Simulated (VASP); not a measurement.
Input of a VASP 6.6.1 run:

The input INCAR:

```
ALGO = Normal
EDIFF = 1E-6
ENCUT = 520
GGA = PE
ISIF = 2
ISMEAR = 0
IVDW = 12
LASPH = True
LCHARG = False
LREAL = False
LWAVE = False
NBANDS = 31
NELM = 80
PREC = Accurate
SIGMA = 0.05
```

KPOINTS

```
k-points
0
Gamma
  7 11 3
```

POSCAR

```
C
1.0
    0.0000000000      1.4231463890     -3.3609366400
   -2.4649618524      0.0000000000      0.0000000000
    0.4108269754      9.9690037680      1.0228318262
C
10
Direct
   -0.0291598087      1.5482094984      0.8892569905
    0.7210224193      0.4113962443      0.0683774659
    0.7834768623      0.9455995578      0.2735973470
   -0.1540686947      0.4798028714      0.4788172282
   -0.0916142517      1.0140061849      0.6840371093
    0.7414320237      0.9228070692      0.1368424153
   -0.1961135333      0.4570103827      0.3420622965
   -0.1336590903      0.9912136963      0.5472821776
   -0.0712046473      0.5254170098      0.7525020588
   -0.0087502043      1.0596203233      0.9577219399
```

Potentials or basis: VASP PAW PBE potentials, release 64 (C).

Run with:

```sh
$ cat potpaw_PBE.64/C/POTCAR > POTCAR
$ mpirun -np 1 vasp_std > vasp.out
```

**Question.** Predict the dispersion energy per atom.

**Answer.** -0.144 eV.

**Question.** Predict the band gap on the k mesh.

**Answer.** Zero (bands 20 and 21 overlap by 1.31 eV).

Stress tensor (GPa, compression positive):
```
 9.03 11.38  8.29
11.38 10.52  9.17
 8.29  9.17  8.30
```

Caveat: the cell stands under pressure; forces of over 1 eV/Å act on the atoms, so gaps and moduli don't describe the material at rest.
